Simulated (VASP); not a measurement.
# Nb (Im-3m) in VASP: notebook

The runs below take Nb through single point, with r2SCAN.

All numbers are computed with VASP 6.6.1; they aren't measurements. Logs are shortened: lines on timing, memory, paths and dates and some standing lists are left out, and cuts for length are marked.

### Step 1. The cell of the first run

The structure is cubic, space group Im-3m (No. 229). The conventional cell has a = 3.302 Å, b = 3.302 Å, c = 3.302 Å, α = 90.00°, β = 90.00°, γ = 90.00°. Within 3.8 Å of Nb (site symmetry m-3m) lie 14 Nb at 2.86 to 3.30 Å.

### Step 2. Single point, r2SCAN

Input file POSCAR:

```
Nb
1.0
   -1.6511317439      1.6511317439      1.6511317439
    1.6511317439     -1.6511317439      1.6511317439
    1.6511317439      1.6511317439     -1.6511317439
Nb
1
Direct
    0.0000000000      0.0000000000      0.0000000000
```

Input file INCAR.step1:

```
SYSTEM = Nb
PREC = Accurate
ENCUT = 520
ISMEAR = -1
SIGMA = 0.3
LREAL = .FALSE.
LASPH = .TRUE.
NELM = 100
NBANDS = 12
GGA = PE
ALGO = Normal
EDIFF = 1E-4
LWAVE = .TRUE.
LCHARG = .FALSE.
```

Input file INCAR.step2:

```
SYSTEM = Nb
PREC = Accurate
ENCUT = 520
EDIFF = 1E-7
ISMEAR = -1
SIGMA = 0.3
LREAL = .FALSE.
LASPH = .TRUE.
NELM = 100
ALGO = Normal
ISIF = 2
LWAVE = .FALSE.
LCHARG = .TRUE.
METAGGA = R2SCAN
LMIXTAU = .TRUE.
LELF = .TRUE.
LVHAR = .TRUE.
NBANDS = 12
ISTART = 1
```

Input file KPOINTS:

```
regular mesh
0
G
  13 13 13
  0 0 0
```

Potentials or basis: VASP PAW PBE potentials, release 64 (Nb_sv).

Started as:

```
$ cat potpaw_PBE.64/Nb_sv/POTCAR > POTCAR
$ cp INCAR.step1 INCAR
$ mpirun -np 1 vasp_std > vasp.out
$ cp INCAR.step2 INCAR
$ mpirun -np 1 vasp_std > vasp.out
```

OUTCAR:

```text
SYSTEM = Nb
   PREC = Accurate
   ENCUT = 520
   EDIFF = 1E-7
   ISMEAR = -1
   LREAL = .FALSE.
   LASPH = .TRUE.
   NELM = 100
   ISIF = 2
   METAGGA = R2SCAN
   ISTART = 1

 ion  position               nearest neighbor table
   1  0.000  0.000  0.000-

  LATTYP: Found a body centered cubic cell.
 ALAT       =     3.3022634878

  Lattice vectors:

 A1 = (  -1.6511317439,   1.6511317439,   1.6511317439)
 A2 = (   1.6511317439,  -1.6511317439,   1.6511317439)
 A3 = (   1.6511317439,   1.6511317439,  -1.6511317439)

Analysis of symmetry for initial positions (statically):
=====================================================================
 Subroutine PRICEL returns:
 Original cell was already a primitive cell.

 Routine SETGRP: Setting up the symmetry group for a
 body centered cubic supercell.

 Subroutine GETGRP returns: Found 48 space group operations
 (whereof 48 operations were pure point group operations)
 out of a pool of 48 trial point group operations.

The static configuration has the point symmetry O_h .

Analysis of symmetry for dynamics (positions and initial velocities):
=====================================================================
 Subroutine PRICEL returns:
 Original cell was already a primitive cell.

 Routine SETGRP: Setting up the symmetry group for a
 body centered cubic supercell.

 Subroutine GETGRP returns: Found 48 space group operations
 (whereof 48 operations were pure point group operations)
 out of a pool of 48 trial point group operations.

The dynamic configuration has the point symmetry O_h .

 Subroutine INISYM returns: Found 48 space group operations
 (whereof 48 operations are pure point group operations),
 and found     1 'primitive' translations

----------------------------------------------------------------------------------------

                                     Primitive cell

  volume of cell :      18.0055

  direct lattice vectors                    reciprocal lattice vectors
    -1.651131744  1.651131744  1.651131744     0.000000000  0.302822595  0.302822595
     1.651131744 -1.651131744  1.651131744     0.302822595  0.000000000  0.302822595
     1.651131744  1.651131744 -1.651131744     0.302822595  0.302822595  0.000000000

  length of vectors
     2.859844070  2.859844070  2.859844070     0.428255821  0.428255821  0.428255821

  position of ions in fractional coordinates (direct lattice)
     0.000000000  0.000000000  0.000000000

  ion indices of the primitive-cell ions
   primitive index   ion index
                 1           1
[... 80 lines left out ...]
   POTIM  = 0.5000    time-step for ionic-motion
   TEBEG  =    0.0;   TEEND  =   0.0 temperature during run
   PSTRESS=    0.0 pullay stress
   NELECT =      13.0000    total number of electrons
   NUPDOWN=      -1.0000    fix difference up-down
   EMIN   =  10.00;   EMAX   =-10.00  energy-range for DOS
   EFERMI =   0.00;   METHOD = LEGACY
   ISMEAR =    -1;   SIGMA  =   0.30  broadening in eV -4-tet -1-fermi 0-gaus
   EFERMI_NEDOS =   21; number of points for ismear=-14 and -15
   IALGO  =     38    algorithm
   IMIX   =      4    mixing-type and parameters
     AMIX     =   0.40;   BMIX     =  1.00
     AMIX_MAG =   1.60;   BMIX_MAG =  1.00
  volume/ion in A,a.u.               =      18.01       121.51
  Fermi-wavevector in a.u.,A,eV,Ry     =   1.468659  2.775363 29.347202  2.156958
  Thomas-Fermi vector in A             =   2.584130
   LORBIT       =      0    0 simple, 1 ext, 2 COOP (PROOUT), +10 PAW based schemes
   METAGGA = R2SCAN    functional components
   LHFCALC =     F    Hartree Fock is set to
   AEXX    =    0.0000 exact exchange contribution
   IVDW    =     0    specifies the selected vdW correction
   LEPSILON=     F    determine dielectric tensor
   LRPA    =     F    only Hartree local field effects (RPA)
 non-spin polarized calculation
  energy-cutoff  :      520.00
  volume of cell :       18.01
 maximum number of plane-waves:       493
 NGX is ok and might be reduce to    24
   NGX = 11   NGY = 11   NGZ = 11

 number of electron      13.0000000 magnetization

 Free energy of the ion-electron system (eV)
  ---------------------------------------------------
  ext. energy  EPLUGINS =         0.00000000
  ---------------------------------------------------
  free energy    TOTEN  =       -25.02734926 eV

  energy without entropy =      -24.69657935  energy(sigma->0) =      -24.86196430

 E-fermi :  11.2616     XC(G=0): -13.6263

 val. band max:       11.2215811327   @ k =  -0.1538   0.1538   0.0769
 cond. band min:      11.2736549627   @ k =  -0.3077   0.3846   0.1538
 fundamental gap:      0.0520738300
 Fermi energy:        11.2615678502

 k-point     1 :       0.0000    0.0000    0.0000
  band No.  band energies     occupation
      1     -44.9990      2.00000
      2     -19.5386      2.00000
      3     -19.5386      2.00000
      4     -19.5386      2.00000
      5       4.8548      2.00000
      6      11.5900      0.50144
      7      11.5900      0.50144
      8      11.5900      0.50144
      9      14.7193      0.00002
     10      14.7193      0.00002
     11      26.0195      0.00000
     12      26.0195      0.00000
[... 331 lines left out ...]
 k-point    24 :       0.2308    0.0769    0.0769
  band No.  band energies     occupation
      1     -44.8045      2.00000
      2     -20.5762      2.00000
      3     -19.8515      2.00000
      4     -19.6217      2.00000
      5       7.8156      1.99998
      6       9.8801      1.98019
      7      10.5835      1.81104
      8      14.5007      0.00004
      9      15.0598      0.00001
     10      16.1663      0.00000
     11      25.8151      0.00000
     12      26.5956      0.00000

 [... further k-points ...]

------------------------ aborting loop because EDIFF is reached ----------------------------------------

  FORCE on cell =-STRESS in cart. coord.  units (eV):
  Direction    XX          YY          ZZ          XY          YZ          ZX
  --------------------------------------------------------------------------------------
  -------------------------------------------------------------------------------------
  Total        0.1863141      0.1863141      0.1863141      0.0000000      0.0000000      0.0000000
  in kB       16.5787212     16.5787212     16.5787212      0.0000000      0.0000000      0.0000000
  external PRESSURE =      16.5787212 kB  Pullay stress =       0.0000000 kB

 VOLUME and BASIS-vectors are now :
 -----------------------------------------------------------------------------
  energy-cutoff  :      520.00
  volume of cell :       18.01
      direct lattice vectors                 reciprocal lattice vectors
    -1.651131744  1.651131744  1.651131744     0.000000000  0.302822595  0.302822595
     1.651131744 -1.651131744  1.651131744     0.302822595  0.000000000  0.302822595
     1.651131744  1.651131744 -1.651131744     0.302822595  0.302822595  0.000000000

 POSITION                                       TOTAL-FORCE (eV/Angst)
 -----------------------------------------------------------------------------------
      0.00000      0.00000      0.00000         0.000000      0.000000      0.000000
 -----------------------------------------------------------------------------------
    total drift:                                0.000000      0.000000      0.000000

  FREE ENERGIE OF THE ION-ELECTRON SYSTEM (eV)
  ---------------------------------------------------
  free  energy   TOTEN  =       -25.0273492593 eV

  energy  without entropy=      -24.6965793507  energy(sigma->0) =      -24.86196430
```

OUTCAR.step1:

```text
SYSTEM = Nb
   PREC = Accurate
   ENCUT = 520
   ISMEAR = -1
   LREAL = .FALSE.
   LASPH = .TRUE.
[... 577 lines left out ...]
 -----------------------------------------------------------------------------------
      0.00000      0.00000      0.00000         0.000000     -0.000000      0.000000
 -----------------------------------------------------------------------------------
    total drift:                                0.000000      0.000000     -0.000000

  FREE ENERGIE OF THE ION-ELECTRON SYSTEM (eV)
  ---------------------------------------------------
  free  energy   TOTEN  =       -10.4074319487 eV

  energy  without entropy=      -10.0653426098  energy(sigma->0) =      -10.23638728
```

Wall time 39 s (1 thread of Intel Xeon Platinum 8375C at 2.90GHz (Ice Lake), shared host); peak memory 0.15 GiB.

Results:

| Item | Value |
| --- | --- |
| Free energy | -25.0273 eV |
| Pressure | 1.7 GPa |

Caveat: the PAW data sets were made with another functional, which shifts forces and pressure a little.

[end of part 1 of 2]
